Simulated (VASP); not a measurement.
# S (Fd-3m) in VASP: notebook

Runs on S. Level: PBE. Tasks: single point.

Program: VASP 6.6.1. These are calculated values, not measurements. Logs are shortened: lines on timing, memory, paths and dates and some standing lists are left out, and cuts for length are marked.

### Step 1. The cell of the first run

The structure is cubic, space group Fd-3m (No. 227). Conventional cell: a = 5.792 Å, b = 5.792 Å, c = 5.792 Å, α = 90.00°, β = 90.00°, γ = 90.00°. Within 3.3 Å of S (site symmetry -43m) lie 4 S at 2.51 Å.

This isn't the form of S at room conditions, which is orthorhombic, of S8 rings.

### Step 2. Single point, PBE

Contents of INCAR:

```
SYSTEM = S
ALGO = Normal ; EDIFF = 1E-7
ENCUT = 520 ; GGA = PE
ISIF = 2 ; ISMEAR = -1
LASPH = .True. ; LCHARG = .False.
LREAL = .False. ; LWAVE = .False.
NBANDS = 13 ; NELM = 80
PREC = Accurate ; SIGMA = 0.06122561905347299
```

Contents of KPOINTS:

```
k-points
0
Gamma
  11 11 11
  0 0 0
```

Contents of POSCAR:

```
S
1.0
    0.0000000000      2.8962343100      2.8962343100
    2.8962343100      0.0000000000      2.8962343100
    2.8962343100      2.8962343100      0.0000000000
S
2
Direct
    0.0000000000      0.0000000000      0.0000000000
    0.2500000000      0.2500000000      0.2500000000
```

Potentials or basis: VASP PAW PBE potentials, release 64 (S).

Command:

```
$ cat potpaw_PBE.64/S/POTCAR > POTCAR
$ mpirun -np 1 vasp_std > vasp.out
```

OUTCAR:

```text
SYSTEM = S
   EDIFF = 1E-7
   ENCUT = 520
   GGA = PE
   ISIF = 2
   ISMEAR = -1
   LASPH = .True.
   LREAL = .False.
   NELM = 80
   PREC = Accurate

 ion  position               nearest neighbor table
   1  0.000  0.000  0.000-   2 2.51   2 2.51   2 2.51   2 2.51
   2  0.250  0.250  0.250-   1 2.51   1 2.51   1 2.51   1 2.51

  LATTYP: Found a face centered cubic cell.
 ALAT       =     5.7924686200

  Lattice vectors:

 A1 = (   0.0000000000,   2.8962343100,   2.8962343100)
 A2 = (   2.8962343100,   0.0000000000,   2.8962343100)
 A3 = (   2.8962343100,   2.8962343100,   0.0000000000)

Analysis of symmetry for initial positions (statically):
=====================================================================
 Subroutine PRICEL returns:
 Original cell was already a primitive cell.

 Routine SETGRP: Setting up the symmetry group for a
 face centered cubic supercell.

 Subroutine GETGRP returns: Found 48 space group operations
 (whereof 24 operations were pure point group operations)
 out of a pool of 48 trial point group operations.

The static configuration has the point symmetry T_d .
 The point group associated with its full space group is O_h .

Analysis of symmetry for dynamics (positions and initial velocities):
=====================================================================
 Subroutine PRICEL returns:
 Original cell was already a primitive cell.

 Routine SETGRP: Setting up the symmetry group for a
 face centered cubic supercell.

 Subroutine GETGRP returns: Found 48 space group operations
 (whereof 24 operations were pure point group operations)
 out of a pool of 48 trial point group operations.

The dynamic configuration has the point symmetry T_d .
 The point group associated with its full space group is O_h .

 Subroutine INISYM returns: Found 48 space group operations
 (whereof 24 operations are pure point group operations),
 and found     1 'primitive' translations

----------------------------------------------------------------------------------------

                                     Primitive cell

  volume of cell :      48.5882

  direct lattice vectors                    reciprocal lattice vectors
     0.000000000  2.896234310  2.896234310    -0.172637966  0.172637966  0.172637966
     2.896234310  0.000000000  2.896234310     0.172637966 -0.172637966  0.172637966
     2.896234310  2.896234310  0.000000000     0.172637966  0.172637966 -0.172637966

  length of vectors
     4.095893841  4.095893841  4.095893841     0.299017728  0.299017728  0.299017728

  position of ions in fractional coordinates (direct lattice)
     0.000000000  0.000000000  0.000000000
     0.250000000  0.250000000  0.250000000

  ion indices of the primitive-cell ions
   primitive index   ion index
                 1           1
                 2           2

----------------------------------------------------------------------------------------

 KPOINTS: k-points

Automatic generation of k-mesh.
 Grid dimensions read from file:
 generate k-points for:   11   11   11

 Generating k-lattice:

  Cartesian coordinates                     Fractional coordinates (reciprocal lattice)
    -0.015694361  0.015694361  0.015694361     0.090909091  0.000000000  0.000000000
     0.015694361 -0.015694361  0.015694361     0.000000000  0.090909091  0.000000000
     0.015694361  0.015694361 -0.015694361     0.000000000  0.000000000  0.090909091

  Length of vectors
     0.027183430  0.027183430  0.027183430

  Shift w.r.t. Gamma in fractional coordinates (k-lattice)
     0.000000000  0.000000000  0.000000000

 Subroutine IBZKPT returns following result:
 ===========================================

 Found     56 irreducible k-points:

 Following reciprocal coordinates:
            Coordinates               Weight
  0.000000  0.000000  0.000000      1.000000
  0.090909  0.000000  0.000000      8.000000
  0.181818  0.000000  0.000000      8.000000
  0.272727  0.000000  0.000000      8.000000
  0.363636  0.000000  0.000000      8.000000
  0.454545  0.000000  0.000000      8.000000
[... 16 lines left out ...]
 -0.272727  0.181818  0.000000     24.000000
 -0.181818  0.181818  0.000000     12.000000
 [... further k-points ...]
   k-points           NKPTS =     56   k-points in BZ     NKDIM =     56   number of bands    NBANDS=     13
   number of dos      NEDOS =    301   number of ions     NIONS =      2
   total plane-waves  NPLWV =  27000
   dimension x,y,z NGX =    30 NGY =   30 NGZ =   30
   dimension x,y,z NGXF=    60 NGYF=   60 NGZF=   60
   ions per type =               2
   NGX,Y,Z   is equivalent  to a cutoff of  12.18, 12.18, 12.18 a.u.
   NGXF,Y,Z  is equivalent  to a cutoff of  24.35, 24.35, 24.35 a.u.
 SYSTEM =  S
   PREC   = accura    normal or accurate (medium, high low for compatibility)
   ISTART =      0    job   : 0-new  1-cont  2-samecut
   ICHARG =      2    charge: 1-file 2-atom 10-const
   ISPIN  =      1    spin polarized calculation?
   LNONCOLLINEAR =      F non collinear calculations
   LSORBIT =      F    spin-orbit coupling
   LASPH  =      T    aspherical Exc in radial PAW
   ENCUT  =  520.0 eV  38.22 Ry    6.18 a.u.   7.62  7.62  7.62*2*pi/ulx,y,z
   NELM   =     80;   NELMIN=  2; NELMDL= -5     # of ELM steps
   EDIFF  = 0.1E-06   stopping-criterion for ELM
   LREAL  =      F    real-space projection
   EDIFFG = 0.1E-05   stopping-criterion for IOM
   NSW    =      0    number of steps for IOM
   IBRION =     -1    ionic relax: 0-MD 1-quasi-New 2-CG
   NFREE  =      0    steps in history (QN), initial steepest desc. (CG)
   ISIF   =      2    stress and relaxation
   ISYM   =      2    0-nonsym 1-usesym 2-fastsym
   POTIM  = 0.5000    time-step for ionic-motion
   TEBEG  =    0.0;   TEEND  =   0.0 temperature during run
   PSTRESS=    0.0 pullay stress
   NELECT =      12.0000    total number of electrons
   NUPDOWN=      -1.0000    fix difference up-down
   EMIN   =  10.00;   EMAX   =-10.00  energy-range for DOS
   EFERMI =   0.00;   METHOD = LEGACY
   ISMEAR =    -1;   SIGMA  =   0.06  broadening in eV -4-tet -1-fermi 0-gaus
   EFERMI_NEDOS =   21; number of points for ismear=-14 and -15
   IALGO  =     38    algorithm
   IMIX   =      4    mixing-type and parameters
     AMIX     =   0.40;   BMIX     =  1.00
     AMIX_MAG =   1.60;   BMIX_MAG =  1.00
  volume/ion in A,a.u.               =      24.29       163.94
  Fermi-wavevector in a.u.,A,eV,Ry     =   1.027129  1.940992 14.354058  1.054993
  Thomas-Fermi vector in A             =   2.161058
   LORBIT       =      0    0 simple, 1 ext, 2 COOP (PROOUT), +10 PAW based schemes
   GGA     = PE    functional components
   LHFCALC =     F    Hartree Fock is set to
   AEXX    =    0.0000 exact exchange contribution
   IVDW    =     0    specifies the selected vdW correction
   LEPSILON=     F    determine dielectric tensor
   LRPA    =     F    only Hartree local field effects (RPA)
 non-spin polarized calculation
  energy-cutoff  :      520.00
  volume of cell :       48.59
 maximum number of plane-waves:      1326
   NGX = 15   NGY = 15   NGZ = 15

 number of electron      11.9999997 magnetization

 Free energy of the ion-electron system (eV)
  ---------------------------------------------------
  ext. energy  EPLUGINS =         0.00000000
  ---------------------------------------------------
  free energy    TOTEN  =        -6.25934849 eV

  energy without entropy =       -6.23571454  energy(sigma->0) =       -6.24753151

 E-fermi :   3.4249     XC(G=0):  -8.6936

 val. band max:        3.4149010840   @ k =  -0.4545   0.1818   0.0000
 cond. band min:       3.4345736281   @ k =   0.2727   0.1818   0.0909
 fundamental gap:      0.0196725441
 Fermi energy:         3.4249300042

 k-point     1 :       0.0000    0.0000    0.0000
  band No.  band energies     occupation
      1     -12.2940      2.00000
      2      -5.6836      2.00000
      3      -0.3932      2.00000
      4      -0.3932      2.00000
      5      -0.3932      2.00000
      6       2.5081      2.00000
      7       2.5081      2.00000
      8       2.5081      2.00000
      9       9.0375      0.00000
     10      11.3014      0.00000
     11      11.3014      0.00000
     12      13.9770      0.00000
     13      13.9770      0.00000

 k-point     2 :       0.0909    0.0000    0.0000
  band No.  band energies     occupation
      1     -12.2271      2.00000
      2      -5.8999      2.00000
      3      -0.4760      2.00000
      4      -0.4760      2.00000
      5      -0.3769      2.00000
      6       2.6319      2.00000
      7       2.6319      2.00000
      8       2.6409      1.99999
      9       9.3031      0.00000
     10      11.1045      0.00000
     11      11.1045      0.00000
     12      13.7860      0.00000
     13      14.4316      0.00000

 k-point     3 :       0.1818    0.0000    0.0000
  band No.  band energies     occupation
      1     -12.0326      2.00000
      2      -6.4533      2.00000
      3      -0.6698      2.00000
      4      -0.6698      2.00000
      5      -0.4105      2.00000
      6       2.9297      1.99939
      7       2.9297      1.99939
      8       3.0911      1.99146
      9       9.9337      0.00000
     10      10.8358      0.00000
     11      10.8358      0.00000
     12      13.5101      0.00000
     13      15.3918      0.00000
[... 305 lines left out ...]
 k-point    23 :      -0.2727    0.1818    0.0000
  band No.  band energies     occupation
      1     -11.2790      2.00000
      2      -7.9605      2.00000
      3      -2.0467      2.00000
      4      -1.0609      2.00000
      5       0.4533      2.00000
      6       3.4787      0.58690
      7       3.6265      0.07171
      8       4.5219      0.00000
      9      10.3143      0.00000
     10      10.4552      0.00000
     11      11.4821      0.00000
     12      14.1853      0.00000
     13      15.3974      0.00000

 k-point    24 :      -0.1818    0.1818    0.0000
  band No.  band energies     occupation
      1     -11.6217      2.00000
      2      -7.3549      2.00000
      3      -1.6975      2.00000
      4      -0.8370      2.00000
      5       0.2570      2.00000
      6       3.1703      1.96921
      7       3.2475      1.89548
      8       4.1155      0.00003
      9      10.1615      0.00000
     10      10.6753      0.00000
     11      11.2079      0.00000
     12      14.5515      0.00000
     13      14.8368      0.00000

 [... further k-points ...]
[... 5 lines left out ...]
  --------------------------------------------------------------------------------------
  -------------------------------------------------------------------------------------
  Total       -0.0400605     -0.0400605     -0.0400605      0.0000000     -0.0000000      0.0000000
  in kB       -1.3209799     -1.3209799     -1.3209799      0.0000000     -0.0000000      0.0000000
  external PRESSURE =      -1.3209799 kB  Pullay stress =       0.0000000 kB

 VOLUME and BASIS-vectors are now :
 -----------------------------------------------------------------------------
  energy-cutoff  :      520.00
  volume of cell :       48.59
      direct lattice vectors                 reciprocal lattice vectors
     0.000000000  2.896234310  2.896234310    -0.172637966  0.172637966  0.172637966
     2.896234310  0.000000000  2.896234310     0.172637966 -0.172637966  0.172637966
     2.896234310  2.896234310  0.000000000     0.172637966  0.172637966 -0.172637966

 POSITION                                       TOTAL-FORCE (eV/Angst)
 -----------------------------------------------------------------------------------
      0.00000      0.00000      0.00000        -0.000000     -0.000000     -0.000000
      1.44812      1.44812      1.44812         0.000000      0.000000      0.000000
 -----------------------------------------------------------------------------------
    total drift:                                0.000000     -0.000000      0.000000

  FREE ENERGIE OF THE ION-ELECTRON SYSTEM (eV)
  ---------------------------------------------------
  free  energy   TOTEN  =        -6.2593484903 eV

  energy  without entropy=       -6.2357145350  energy(sigma->0) =       -6.24753151
```

Run time: 55 s. Hardware: 1 thread of Intel Xeon 8259CL, shared host; peak memory 0.17 GiB.

What came out:

* Free energy: -6.2593 eV
* Pressure: -0.1 GPa
* Band gap on the k mesh: zero (bands 6 and 7 overlap by 1.13 eV)

Levels at points of the mesh, in eV from the Fermi level:
```tsv
k point	band 2	band 3	band 4	band 5	band 6	band 7	band 8	band 9	band 10	band 11
(0.00, 0.00, 0.00)	-9.11	-3.82	-3.82	-3.82	-0.92	-0.92	-0.92	5.61	7.88	7.88
```

### Step 3. Single point, PBE

This run uses another cell than the first one, of 24.78 Å³/atom.

Contents of INCAR:

```
SYSTEM = S
PREC = Accurate
ENCUT = 520
EDIFF = 1E-6
ISMEAR = -1
SIGMA = 0.06122561905347299
LREAL = .False.
LASPH = .True.
NELM = 80
ALGO = Normal
ISIF = 2
LWAVE = .False.
LCHARG = .False.
GGA = PE
NBANDS = 13
```

Contents of KPOINTS:

```
regular mesh
0
Gamma
  11 11 11
  0 0 0
```

Contents of POSCAR:

```
S
1.0
    0.0000000000      2.9154152287      2.9154152287
    2.9154152287      0.0000000000      2.9154152287
    2.9154152287      2.9154152287      0.0000000000
S
2
Direct
    0.0000000000      0.0000000000      0.0000000000
    0.2500000000      0.2500000000      0.2500000000
```

Potentials or basis: VASP PAW PBE potentials, release 64 (S).

Command:

```
$ cat potpaw_PBE.64/S/POTCAR > POTCAR
$ mpirun -np 1 vasp_std > vasp.out
```

Run time: 41 s. Hardware: 1 thread of Intel Xeon 8259CL, shared host; peak memory 0.17 GiB.

Results (log left out):

```yaml
Free_energy: -6.2562 eV
Pressure: -1.0 GPa
Band_gap_on_the_k_mesh: zero (bands 6 and 7 overlap by 1.11 eV)
```

Levels at points of the mesh, in eV from the Fermi level:
```tsv
k point	band 3	band 4	band 5	band 6	band 7	band 8	band 9	band 10
(0.00, 0.00, 0.00)	-3.74	-3.74	-3.74	-0.88	-0.88	-0.88	5.61	7.92
```

The gap in the log of VASP goes by the Fermi energy; the results here count the filled bands.